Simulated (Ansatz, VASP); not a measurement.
Be in VASP and in Ansatz

```xyz
8
Lattice="3.8015 -2.2545 0.8944 3.8015 2.2545 0.8944 -0.8218 0.0000 3.4915" Properties=species:S:1:pos:R:3 pbc="T T T"
Be    6.1303    0.0000    2.3635
Be    0.6508    0.0000    2.9168
Be    2.3289    0.0000    1.4692
Be    4.4523    0.0000    3.8112
Be    4.2296   -1.1273    1.9164
Be    2.5515   -1.1273    3.3640
Be    2.5515    1.1273    3.3640
Be    4.2296    1.1273    1.9164
```

Alike in both runs: functional PBE; k mesh 4 × 4 × 6; occupations gaussian, width 0.1 eV; no spin polarisation.

Ansatz relaxed the structure, and its values are those at the end. VASP's run is a single point on that final structure, the one shown.

```csv
,VASP,Ansatz
version,VASP 6.6.1,Ansatz 0.2.0
potentials or method,"VASP PAW PBE potentials, release 64 (Be), cutoff 520 eV","scalar-relativistic, plane waves, PAW"
valence electrons in the cell,16,16
```

```csv
,VASP,Ansatz,Ansatz less VASP
gap on the k mesh at the Fermi level (eV),none,none,-
pressure (GPa),0.2,0.0,-0.16
```

A gap of «none» marks a metal or a gap that the smearing closes.

The k mesh is coarse, so the values compare programs but aren't converged.
